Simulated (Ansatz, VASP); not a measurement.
**Two plane-wave programs on IrRh5**

File INCAR:

```
SYSTEM = IrRh5
  PREC = Accurate
  ENCUT = 520
  EDIFF = 1E-6
  ISMEAR = 0
  SIGMA = 0.1
  LREAL = .FALSE.
  LASPH = .TRUE.
  NELM = 100
  ALGO = Normal
  ISIF = 2
  LWAVE = .FALSE.
  LCHARG = .FALSE.
  GGA = PE
  NBANDS = 51
```

The input KPOINTS:

```
Automatic mesh
0
G
  6 6 2
  0 0 0
```

The input POSCAR:

```
IrRh5
1.0
    2.7122940200      0.0000000000      0.0000000000
   -1.3561470100      2.3489155200      0.0000000000
    0.0000000000      0.0000000000     12.8765298100
Ir Rh
1 5
Direct
    0.6666666700      0.3333333300      0.5000000000
    0.3333333300      0.6666666700      0.6666666700
    0.3333333300      0.6666666700      0.0000000000
    0.3333333300      0.6666666700      0.3333333300
    0.6666666700      0.3333333300      0.8333333300
    0.6666666700      0.3333333300      0.1666666700
```

Input for Ansatz:

```yaml
crystal:
  lattice:
    - [2.71229402, 0.0, 0.0]
    - [-1.35614701, 2.34891552, 0.0]
    - [0.0, 0.0, 12.87652981]
  atoms:
    - { symbol: Ir, position: [0.66666667, 0.33333333, 0.5] }
    - { symbol: Rh, position: [0.33333333, 0.66666667, 0.66666667] }
    - { symbol: Rh, position: [0.33333333, 0.66666667, 0.0] }
    - { symbol: Rh, position: [0.33333333, 0.66666667, 0.33333333] }
    - { symbol: Rh, position: [0.66666667, 0.33333333, 0.83333333] }
    - { symbol: Rh, position: [0.66666667, 0.33333333, 0.16666667] }
basis:
  ecutwfc: 420
kpoints:
  mp_grid: { grid: [6, 6, 2] }
hamiltonian:
  xc: pbe
scf:
  occupations: { method: gaussian, width: 0.1 }
  lower_state_search: "off"
output:
  forces: true
  stress: true
  eigenvalues: true
```

Alike in both runs: task single point; functional PBE; k mesh 6 × 6 × 2; occupations gaussian, width 0.1 eV; no spin polarisation.

```csv
,VASP,Ansatz
version,VASP 6.6.1,Ansatz 0.2.0
potentials or method,"VASP PAW PBE potentials, release 64 (Ir, Rh_pv), cutoff 520 eV","scalar-relativistic, plane waves, PAW"
valence electrons in the cell,84,102
```

Ansatz gave:

| Quantity | Value |
| --- | --- |
| gap on the k mesh at the Fermi level (eV) | none |
| pressure (GPa) | 11.1 |
| traceless stress, the component that is largest in VASP (GPa) | 0.23 |
| rms of the force components (eV/Å) | 0.059 |

Q: Which values does VASP return?

A: gap on the k mesh at the Fermi level (eV): none; pressure (GPa): 11.3; traceless stress, the component that is largest in VASP (GPa): 0.26; rms of the force components (eV/Å): 0.057.

Atom by atom the forces differ by 0.008 eV/Å (rms over components). A gap of «none» marks a metal or a gap that the smearing closes. VASP's potentials hold 84 valence electrons a cell and Ansatz's 102, so a difference there can come from the potentials and not from the codes.

The k mesh is coarse, so the values compare programs but aren't converged. Neither program's run includes spin-orbit coupling.
